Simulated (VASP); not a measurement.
TePb (rocksalt type), 2 atoms in the cell. Symmetry: Fm-3m, No. 225, cubic system. The conventional cell has a = 5.855 Å, b = 5.855 Å, c = 5.855 Å, α = 90.00°, β = 90.00°, γ = 90.00°. Pb (site symmetry m-3m) has 6 Te at 2.93 Å within 3.9 Å. Te (site symmetry m-3m) has 6 Pb at 2.93 Å within 3.9 Å.  This cell differs from its parent crystal: volume scaled by 0.72.

```yaml
Program: VASP 6.6.1
Task: single point
Functional: r2SCAN
Potentials_or_basis: VASP PAW PBE potentials, release 64 (Pb_d, Te)
Cutoff: 520 eV
k_mesh: 12 × 12 × 12
Occupations: fermi-dirac, width 0.08 eV
Spin: no spin polarisation
Dipole_correction: no
Further_INCAR_settings: ALGO = Normal; EDIFF = 1e-06; NBANDS = 17
```

Potentials or basis: VASP PAW PBE potentials, release 64 (Pb_d, Te).

Launch:

```console
$ cat potpaw_PBE.64/Pb_d/POTCAR potpaw_PBE.64/Te/POTCAR > POTCAR
$ cp INCAR.step1 INCAR
$ mpirun -np 1 vasp_std > vasp.out
$ cp INCAR.step2 INCAR
$ mpirun -np 1 vasp_std > vasp.out
```

Hardware: 1 thread of AMD EPYC 9R45 96-Core Processor (Zen 5) (shared host).

**Question.** How long does it take, and how much memory?

**Answer.** It took 120 s on 1 thread of AMD EPYC 9R45 96-Core Processor (Zen 5) (shared host), peak memory 0.2 GiB. Counts: k points 72.
